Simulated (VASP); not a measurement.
# Si2W (P6_222) in VASP: a series of runs

Si2W is run at these levels: PBE; tasks: single point.

Everything below comes from runs of VASP 6.6.1. Logs are shortened: lines on timing, memory, paths and dates and some standing lists are left out, and cuts for length are marked.

**1. The cell of the first run**

The structure is hexagonal, space group P6_222 (No. 180). The conventional cell has a = 4.614 Å, b = 4.614 Å, c = 6.647 Å, α = 90.00°, β = 90.00°, γ = 120.00°. Si (site symmetry 2) has 7 Si at 2.32 to 2.99 Å and 5 W at 2.58 to 2.84 Å within 3.1 Å. W (site symmetry 222) has 10 Si at 2.58 to 2.84 Å and 4 W at 3.20 Å within 3.4 Å.

**2. Single point, PBE (c/a of the conventional cell at fixed volume 1.4405)**

Input file INCAR:

```
PREC     = Accurate       # precision mode
ENCUT    = 520            # plane-wave cutoff, eV
EDIFF    = 1E-6           # SCF threshold, eV
ISMEAR   = 0              # smearing method
SIGMA    = 0.03           # smearing width, eV
LREAL    = False          # projectors in reciprocal space
LASPH    = True           # aspherical terms in the spheres
NELM     = 80             # most SCF steps
ALGO     = Normal         # electronic algorithm
ISIF     = 2              # what is computed and relaxed
LWAVE    = False          # write WAVECAR
LCHARG   = False          # write CHGCAR
GGA      = PE             # functional
NBANDS   = 43             # bands
```

Input file KPOINTS:

```
regular mesh
0
Gamma
  9 9 6
```

Input file POSCAR:

```
Si2W
1.0
    4.6143995253      0.0000000000      0.0000000000
   -2.3071997627      3.9961872121      0.0000000000
    0.0000000000      0.0000000000      6.6468916183
Si W
6 3
Direct
    0.8551111253      0.7102222506      0.5000000000
    0.1448888747      0.8551111253      0.8333333333
    0.7102222506      0.8551111253      0.1666666667
    0.1448888747      0.2897777494      0.5000000000
    0.8551111253      0.1448888747      0.8333333333
    0.2897777494      0.1448888747      0.1666666667
    0.0000000000      0.5000000000      0.1666666667
    0.5000000000      0.5000000000      0.8333333333
    0.5000000000      0.0000000000      0.5000000000
```

Potentials or basis: VASP PAW PBE potentials, release 64 (Si, W_sv).

On the command line:

```sh
cat potpaw_PBE.64/Si/POTCAR potpaw_PBE.64/W_sv/POTCAR > POTCAR
mpirun -np 1 vasp_std > vasp.out
```

OUTCAR:

```text
PREC = Accurate
   ENCUT = 520
   EDIFF = 1E-6
   ISMEAR = 0
   LREAL = False
   LASPH = True
   NELM = 80
   ISIF = 2
   GGA = PE

 ion  position               nearest neighbor table
   1  0.855  0.710  0.500-   4 2.32   2 2.50   3 2.50   9 2.58   9 2.58   8 2.64   7 2.64   9 2.84
                             4 2.85   4 2.85   6 2.99   5 2.99
   2  0.145  0.855  0.833-   5 2.32   1 2.50   6 2.50   8 2.58   8 2.58   9 2.64   7 2.64   8 2.84
                             5 2.85   5 2.85   4 2.99   3 2.99
   3  0.710  0.855  0.167-   6 2.32   1 2.50   5 2.50   7 2.58   7 2.58   9 2.64   8 2.64   7 2.84
                             6 2.85   6 2.85   4 2.99   2 2.99
   4  0.145  0.290  0.500-   1 2.32   5 2.50   6 2.50   9 2.58   9 2.58   8 2.64   7 2.64   9 2.84
                             1 2.85   1 2.85   3 2.99   2 2.99
   5  0.855  0.145  0.833-   2 2.32   4 2.50   3 2.50   8 2.58   8 2.58   9 2.64   7 2.64   8 2.84
                             2 2.85   2 2.85   1 2.99   6 2.99
   6  0.290  0.145  0.167-   3 2.32   4 2.50   2 2.50   7 2.58   7 2.58   9 2.64   8 2.64   7 2.84
                             3 2.85   3 2.85   1 2.99   5 2.99
   7  0.000  0.500  0.167-   6 2.58   3 2.58   6 2.58   3 2.58   1 2.64   4 2.64   2 2.64   5 2.64
                             3 2.84   6 2.84   9 3.20   9 3.20   8 3.20   8 3.20
   8  0.500  0.500  0.833-   2 2.58   5 2.58   2 2.58   5 2.58   1 2.64   4 2.64   3 2.64   6 2.64
                             5 2.84   2 2.84   9 3.20   9 3.20   7 3.20   7 3.20
   9  0.500  0.000  0.500-   4 2.58   1 2.58   4 2.58   1 2.58   5 2.64   2 2.64   6 2.64   3 2.64
                             4 2.84   1 2.84   7 3.20   7 3.20   8 3.20   8 3.20

  LATTYP: Found a hexagonal cell.
 ALAT       =     4.6143995253
 C/A-ratio  =     1.4404672985

  Lattice vectors:

 A1 = (   4.6143995253,   0.0000000000,   0.0000000000)
 A2 = (  -2.3071997627,   3.9961872121,   0.0000000000)
 A3 = (   0.0000000000,   0.0000000000,   6.6468916183)

Analysis of symmetry for initial positions (statically):
=====================================================================
 Subroutine PRICEL returns:
 Original cell was already a primitive cell.

 Routine SETGRP: Setting up the symmetry group for a
 hexagonal supercell.

 Subroutine GETGRP returns: Found 12 space group operations
 (whereof  4 operations were pure point group operations)
 out of a pool of 24 trial point group operations.

The static configuration has the point symmetry D_2 .
 The point group associated with its full space group is D_6 .

Analysis of symmetry for dynamics (positions and initial velocities):
=====================================================================
 Subroutine PRICEL returns:
 Original cell was already a primitive cell.

 Routine SETGRP: Setting up the symmetry group for a
 hexagonal supercell.

 Subroutine GETGRP returns: Found 12 space group operations
 (whereof  4 operations were pure point group operations)
 out of a pool of 24 trial point group operations.

The dynamic configuration has the point symmetry D_2 .
 The point group associated with its full space group is D_6 .

 Subroutine INISYM returns: Found 12 space group operations
 (whereof  4 operations are pure point group operations),
 and found     1 'primitive' translations

----------------------------------------------------------------------------------------

                                     Primitive cell

  volume of cell :     122.5687

  direct lattice vectors                    reciprocal lattice vectors
     4.614399525  0.000000000  0.000000000     0.216712921  0.125119263  0.000000000
    -2.307199763  3.996187212  0.000000000     0.000000000  0.250238527  0.000000000
     0.000000000  0.000000000  6.646891618     0.000000000  0.000000000  0.150446262

  length of vectors
     4.614399525  4.614399525  6.646891618     0.250238527  0.250238527  0.150446262

  position of ions in fractional coordinates (direct lattice)
     0.855111125  0.710222251  0.500000000
     0.144888875  0.855111125  0.833333333
     0.710222251  0.855111125  0.166666667
     0.144888875  0.289777749  0.500000000
     0.855111125  0.144888875  0.833333333
     0.289777749  0.144888875  0.166666667
     0.000000000  0.500000000  0.166666667
     0.500000000  0.500000000  0.833333333
     0.500000000  0.000000000  0.500000000

  ion indices of the primitive-cell ions
   primitive index   ion index
                 1           1
                 2           2
                 3           3
                 4           4
                 5           5
                 6           6
                 7           7
                 8           8
                 9           9

----------------------------------------------------------------------------------------

 KPOINTS: regular mesh

Automatic generation of k-mesh.
 Grid dimensions read from file:
 generate k-points for:    9    9    6

 Generating k-lattice:

  Cartesian coordinates                     Fractional coordinates (reciprocal lattice)
     0.024079213  0.013902140  0.000000000     0.111111111  0.000000000  0.000000000
     0.000000000  0.027804281  0.000000000     0.000000000  0.111111111  0.000000000
     0.000000000  0.000000000  0.025074377     0.000000000  0.000000000  0.166666667

  Length of vectors
     0.027804281  0.027804281  0.025074377

  Shift w.r.t. Gamma in fractional coordinates (k-lattice)
     0.000000000  0.000000000  0.000000000

 Subroutine IBZKPT returns following result:
 ===========================================

 Found     48 irreducible k-points:

 Following reciprocal coordinates:
            Coordinates               Weight
  0.000000  0.000000  0.000000      1.000000
  0.111111 -0.000000  0.000000      6.000000
  0.222222 -0.000000  0.000000      6.000000
  0.333333  0.000000  0.000000      6.000000
  0.444444 -0.000000  0.000000      6.000000
  0.111111  0.111111  0.000000      6.000000
[... 16 lines left out ...]
  0.333333  0.222222  0.166667     24.000000
  0.333333  0.333333  0.166667      4.000000
 [... further k-points ...]
   k-points           NKPTS =     48   k-points in BZ     NKDIM =     48   number of bands    NBANDS=     43
   number of dos      NEDOS =    301   number of ions     NIONS =      9
   total plane-waves  NPLWV =  64800
   dimension x,y,z NGX =    36 NGY =   36 NGZ =   50
   dimension x,y,z NGXF=    72 NGYF=   72 NGZF=  100
   ions per type =               6   3
   NGX,Y,Z   is equivalent  to a cutoff of  12.97, 12.97, 12.51 a.u.
   NGXF,Y,Z  is equivalent  to a cutoff of  25.94, 25.94, 25.01 a.u.
 SYSTEM =  unknown system
   PREC   = accura    normal or accurate (medium, high low for compatibility)
   ISTART =      0    job   : 0-new  1-cont  2-samecut
   ICHARG =      2    charge: 1-file 2-atom 10-const
   ISPIN  =      1    spin polarized calculation?
   LNONCOLLINEAR =      F non collinear calculations
   LSORBIT =      F    spin-orbit coupling
   LASPH  =      T    aspherical Exc in radial PAW
   ENCUT  =  520.0 eV  38.22 Ry    6.18 a.u.   8.58  8.58 12.36*2*pi/ulx,y,z
   NELM   =     80;   NELMIN=  2; NELMDL= -5     # of ELM steps
   EDIFF  = 0.1E-05   stopping-criterion for ELM
   LREAL  =      F    real-space projection
   EDIFFG = 0.1E-04   stopping-criterion for IOM
   NSW    =      0    number of steps for IOM
   IBRION =     -1    ionic relax: 0-MD 1-quasi-New 2-CG
   NFREE  =      0    steps in history (QN), initial steepest desc. (CG)
   ISIF   =      2    stress and relaxation
   ISYM   =      2    0-nonsym 1-usesym 2-fastsym
   POTIM  = 0.5000    time-step for ionic-motion
   TEBEG  =    0.0;   TEEND  =   0.0 temperature during run
   PSTRESS=    0.0 pullay stress
   NELECT =      66.0000    total number of electrons
   NUPDOWN=      -1.0000    fix difference up-down
   EMIN   =  10.00;   EMAX   =-10.00  energy-range for DOS
   EFERMI =   0.00;   METHOD = LEGACY
   ISMEAR =     0;   SIGMA  =   0.03  broadening in eV -4-tet -1-fermi 0-gaus
   EFERMI_NEDOS =   21; number of points for ismear=-14 and -15
   IALGO  =     38    algorithm
   IMIX   =      4    mixing-type and parameters
     AMIX     =   0.40;   BMIX     =  1.00
     AMIX_MAG =   1.60;   BMIX_MAG =  1.00
  volume/ion in A,a.u.               =      13.62        91.90
  Fermi-wavevector in a.u.,A,eV,Ry     =   1.331873  2.516876 24.135194  1.773887
  Thomas-Fermi vector in A             =   2.460851
   LORBIT       =      0    0 simple, 1 ext, 2 COOP (PROOUT), +10 PAW based schemes
   GGA     = PE    functional components
   LHFCALC =     F    Hartree Fock is set to
   AEXX    =    0.0000 exact exchange contribution
   IVDW    =     0    specifies the selected vdW correction
   LEPSILON=     F    determine dielectric tensor
   LRPA    =     F    only Hartree local field effects (RPA)
 non-spin polarized calculation
 Gauss-broadening in eV      SIGMA  =   0.03
  energy-cutoff  :      520.00
  volume of cell :      122.57
 maximum number of plane-waves:      3325
 NGX is ok and might be reduce to    36
   NGX = 17   NGY = 17   NGZ = 25

 number of electron      66.0000006 magnetization

 Free energy of the ion-electron system (eV)
  ---------------------------------------------------
  ext. energy  EPLUGINS =         0.00000000
  ---------------------------------------------------
  free energy    TOTEN  =       -72.55811532 eV

  energy without entropy =      -72.55655606  energy(sigma->0) =      -72.55733569

 E-fermi :  12.1984     XC(G=0): -12.4618

 val. band max:       12.1907064147   @ k =   0.4444  -0.0000   0.3333
 cond. band min:      12.2018890976   @ k =   0.3333   0.1111   0.0000
 fundamental gap:      0.0111826829
 Fermi energy:        12.1984199709

 k-point     1 :       0.0000    0.0000    0.0000
  band No.  band energies     occupation
      1     -62.0175      2.00000
      2     -62.0059      2.00000
      3     -62.0059      2.00000
      4     -26.4478      2.00000
      5     -26.4478      2.00000
      6     -26.3812      2.00000
[... 35 lines left out ...]
     42      15.2491      0.00000
     43      15.2828      0.00000
[... 1017 lines left out ...]
      3     -62.0061      2.00000
      4     -26.4559      2.00000
      5     -26.4415      2.00000
      6     -26.4191      2.00000
[... 35 lines left out ...]
     42      15.5518      0.00000
     43      15.5764      0.00000

 [... further k-points ...]

------------------------ aborting loop because EDIFF is reached ----------------------------------------

  FORCE on cell =-STRESS in cart. coord.  units (eV):
  Direction    XX          YY          ZZ          XY          YZ          ZX
  --------------------------------------------------------------------------------------
  -------------------------------------------------------------------------------------
  Total        4.0931821      4.0931821     -0.5352074     -0.0000000     -0.0000000      0.0000000
  in kB       53.5047126     53.5047126     -6.9960526     -0.0000000     -0.0000000      0.0000000
  external PRESSURE =      33.3377909 kB  Pullay stress =       0.0000000 kB

 VOLUME and BASIS-vectors are now :
 -----------------------------------------------------------------------------
  energy-cutoff  :      520.00
  volume of cell :      122.57
      direct lattice vectors                 reciprocal lattice vectors
     4.614399525  0.000000000  0.000000000     0.216712921  0.125119263  0.000000000
    -2.307199763  3.996187212  0.000000000     0.000000000  0.250238527  0.000000000
     0.000000000  0.000000000  6.646891618     0.000000000  0.000000000  0.150446262

 POSITION                                       TOTAL-FORCE (eV/Angst)
 -----------------------------------------------------------------------------------
      2.30720      2.83818      3.32345         0.000000     -3.043270     -0.000000
     -1.30434      3.41718      5.53908         2.635549     -1.521635      0.000000
      1.30434      3.41718      1.10782        -2.635549     -1.521635      0.000000
     -0.00000      1.15801      3.32345        -0.000000      3.043270     -0.000000
      3.61154      0.57900      5.53908        -2.635549      1.521635      0.000000
      1.00286      0.57900      1.10782         2.635549      1.521635     -0.000000
     -1.15360      1.99809      1.10782        -0.000000     -0.000000     -0.000000
      1.15360      1.99809      5.53908        -0.000000     -0.000000      0.000000
      2.30720      0.00000      3.32345         0.000000     -0.000000     -0.000000
 -----------------------------------------------------------------------------------
    total drift:                               -0.000000     -0.000000      0.000000

  FREE ENERGIE OF THE ION-ELECTRON SYSTEM (eV)
  ---------------------------------------------------
  free  energy   TOTEN  =       -72.5581153193 eV

  energy  without entropy=      -72.5565560561  energy(sigma->0) =      -72.55733569
```

Wall time 2.6 min (1 thread of Intel Xeon 6975P-C (Granite Rapids), shared host); peak memory 0.35 GiB.

Results:

| Quantity | Value |
| --- | --- |
| Free energy | -72.5581 eV |
| Pressure | 3.3 GPa |
| Largest force | 3.043 eV/Å |
| Band gap on the k mesh | zero (band 33 reaches 12.38 eV, above the bottom of band 34 at 12.01 eV) |

Forces in eV/Å, atoms in the order of the input:
```
Si   0.000 -3.043  0.000
Si   2.636 -1.522  0.000
Si  -2.636 -1.522  0.000
Si   0.000  3.043  0.000
Si  -2.636  1.522  0.000
Si   2.636  1.522  0.000
W    0.000  0.000  0.000
W    0.000  0.000  0.000
W    0.000  0.000  0.000
```

Levels at points of the mesh, in eV from the Fermi level:
```tsv
k point	band 29	band 30	band 31	band 32	band 33	band 34	band 35	band 36	band 37	band 38
(0.00, 0.00, 0.00)	-3.32	-2.73	-2.73	-1.56	-0.37	1.47	1.47	2.27	2.52	2.52
(0.00, 0.00, 0.50)	-2.99	-1.97	-1.97	-0.37	-0.37	1.68	1.68	2.37	2.47	2.51
```

Caveat: spin-orbit coupling is left out, which moves the levels of the heavy elements; forces of over 1 eV/Å act on the atoms, so gaps and moduli don't describe the material at rest.

**3. Single point, PBE (c/a of the conventional cell at fixed volume 1.4405)**

Input file INCAR:

```
SYSTEM = Si2W
PREC = Accurate
ENCUT = 520
EDIFF = 1E-7
ISMEAR = 0
SIGMA = 0.03
LREAL = .False.
LASPH = .True.
NELM = 100
ALGO = Normal
ISIF = 2
LWAVE = .False.
LCHARG = .True.
GGA = PE
LELF = .True.
LVHAR = .True.
NBANDS = 43
```

Input file KPOINTS:

```
Automatic mesh
0
Gamma
  9 9 6
  0 0 0
```

Input file POSCAR:

```
Si2W
1.0
    4.6143995253      0.0000000000      0.0000000000
   -2.3071997627      3.9961872121      0.0000000000
    0.0000000000      0.0000000000      6.6468916183
Si W
6 3
Direct
    0.8676230516      0.7352461033      0.5000000000
    0.1323769484      0.8676230516      0.8333333333
    0.7352461033      0.8676230516      0.1666666667
    0.1323769484      0.2647538967      0.5000000000
    0.8676230516      0.1323769484      0.8333333333
    0.2647538967      0.1323769484      0.1666666667
    0.0000000000      0.5000000000      0.1666666667
    0.5000000000      0.5000000000      0.8333333333
    0.5000000000      0.0000000000      0.5000000000
```

Potentials or basis: VASP PAW PBE potentials, release 64 (Si, W_sv).

On the command line:

```sh
cat potpaw_PBE.64/Si/POTCAR potpaw_PBE.64/W_sv/POTCAR > POTCAR
mpirun -np 1 vasp_std > vasp.out
```

Run time: 2.4 min. Hardware: 1 thread of Intel Xeon 6975P-C (Granite Rapids), shared host; peak memory 0.35 GiB.

Results (log left out):

| Property | Result |
| --- | --- |
| Free energy | -69.8230 eV |
| Pressure | 11.3 GPa |
| Largest force | 6.382 eV/Å |
| Band gap on the k mesh | zero (band 33 reaches 12.38 eV, above the bottom of band 34 at 11.68 eV) |

Forces on the atoms (eV/Å):
```
Si   0.000 -6.382  0.000
Si   5.527 -3.191  0.000
Si  -5.527 -3.191  0.000
Si   0.000  6.382  0.000
Si  -5.527  3.191  0.000
Si   5.527  3.191  0.000
W    0.000  0.000  0.000
W    0.000  0.000  0.000
W    0.000  0.000  0.000
```

Stress tensor (GPa, compression positive):
```
16.68  0.00  0.00
 0.00 16.68  0.00
 0.00  0.00  0.61
```

Levels at points of the mesh, in eV from the Fermi level:
| k point | band 31 | band 32 | band 33 | band 34 | band 35 | band 36 |
| --- | --- | --- | --- | --- | --- | --- |
| (0.00, 0.00, 0.00) | -2.30 | -0.88 | -0.05 | 0.96 | 0.96 | 2.07 |
| (0.00, 0.00, 0.50) | -1.48 | -0.23 | -0.23 | 1.41 | 1.41 | 2.16 |

Caveat: spin-orbit coupling is left out, which moves the levels of the heavy elements; forces of over 1 eV/Å act on the atoms, so gaps and moduli don't describe the material at rest.

**4. Single point, PBE (c/a of the conventional cell at fixed volume 1.5096)**

Changes to INCAR since step 3:

```diff
@@ -3,3 +3,3 @@
 ENCUT = 520
-EDIFF = 1E-7
+EDIFF = 1E-6
 ISMEAR = 0
@@ -8,3 +8,3 @@
 LASPH = .True.
-NELM = 100
+NELM = 60
 ALGO = Normal
```

KPOINTS is that of step 3.

Input file POSCAR:

```
Si2W
1.0
    4.5428566490      0.0000000000      0.0000000000
   -2.2714283245      3.9342292638      0.0000000000
    0.0000000000      0.0000000000      6.8578963974
Si W
6 3
Direct
    0.8488551621      0.6977103243      0.5000000000
    0.1511448379      0.8488551621      0.8333333333
    0.6977103243      0.8488551621      0.1666666667
    0.1511448379      0.3022896757      0.5000000000
    0.8488551621      0.1511448379      0.8333333333
    0.3022896757      0.1511448379      0.1666666667
    0.0000000000      0.5000000000      0.1666666667
    0.5000000000      0.5000000000      0.8333333333
    0.5000000000      0.0000000000      0.5000000000
```

On the command line:

```sh
cat potpaw_PBE.64/Si/POTCAR potpaw_PBE.64/W_sv/POTCAR > POTCAR
mpirun -np 1 vasp_std > vasp.out
```

Run time: 2 min. Hardware: 1 thread of Intel Xeon 6975P-C (Granite Rapids), shared host; peak memory 0.36 GiB.

Results (log left out):

- Free energy: -73.0815 eV
- Pressure: 1.7 GPa
- Largest force: 2.108 eV/Å
- Band gap on the k mesh: zero (band 33 reaches 12.19 eV, above the bottom of band 34 at 12.15 eV)

Forces in eV/Å, atoms in the order of the input:
```
Si   0.000 -2.108  0.000
Si   1.826 -1.054  0.000
Si  -1.826 -1.054  0.000
Si   0.000  2.108  0.000
Si  -1.826  1.054  0.000
Si   1.826  1.054  0.000
W    0.000  0.000  0.000
W    0.000  0.000  0.000
W    0.000  0.000  0.000
```

Stress tensor (GPa, compression positive):
```
 6.53  0.00  0.00
 0.00  6.53  0.00
 0.00  0.00 -7.92
```

Levels at points of the mesh, in eV from the Fermi level:
```
           k point  band 30  band 31  band 32  band 33  band 34  band 35  band 36  band 37
(0.00, 0.00, 0.00)    -2.71    -2.71    -1.61    -0.60     1.78     1.78     2.33     2.34
(0.00, 0.00, 0.50)    -1.87    -1.87    -0.78    -0.78     1.79     1.79     2.10     2.35
```

Caveat: spin-orbit coupling is left out, which moves the levels of the heavy elements; forces of over 1 eV/Å act on the atoms, so gaps and moduli don't describe the material at rest.

(Part 1 of 2 ends here.)
